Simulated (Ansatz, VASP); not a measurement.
## One calculation of BN, two programs

```
B N
1.0
     4.33230    0.00000    0.00000
     0.00000    4.33230    0.00000
     0.00000    0.00000    2.69030
B N
4 4
Direct
  0.17413 0.82587 0.50000
  0.32587 0.32587 0.00000
  0.67413 0.67413 0.00000
  0.82587 0.17413 0.50000
  0.81239 0.81239 0.50000
  0.31239 0.68761 0.00000
  0.68761 0.31239 0.00000
  0.18761 0.18761 0.50000
```

Alike in both runs: task single point; functional PBEsol; k mesh 6 × 6 × 10; occupations gaussian, width 0.05 eV; no spin polarisation.

```csv
,VASP,Ansatz
version,VASP 6.6.1,Ansatz 0.2.0
potentials or method,"VASP PAW PBE potentials, release 64 (B, N), cutoff 520 eV","scalar-relativistic, plane waves, PAW"
valence electrons in the cell,32,32
```

|  | VASP | Ansatz | Ansatz less VASP |
| --- | --- | --- | --- |
| gap on the k mesh at the Fermi level (eV) | 4.52 | 4.54 | +0.012 |
| least direct gap on the mesh (eV) | 4.99 | 4.99 | +0.004 |
| pressure (GPa) | -9.4 | -10.0 | -0.62 |
| traceless stress, the component that is largest in VASP (GPa) | -38.01 | -37.75 | +0.258 |
| rms of the force components (eV/Å) | 0.286 | 0.271 | -0.0155 |

VASP's potentials were made for PBE, not for PBEsol, and Ansatz warns of the same on its side. Atom by atom the forces differ by 0.017 eV/Å (rms over components).
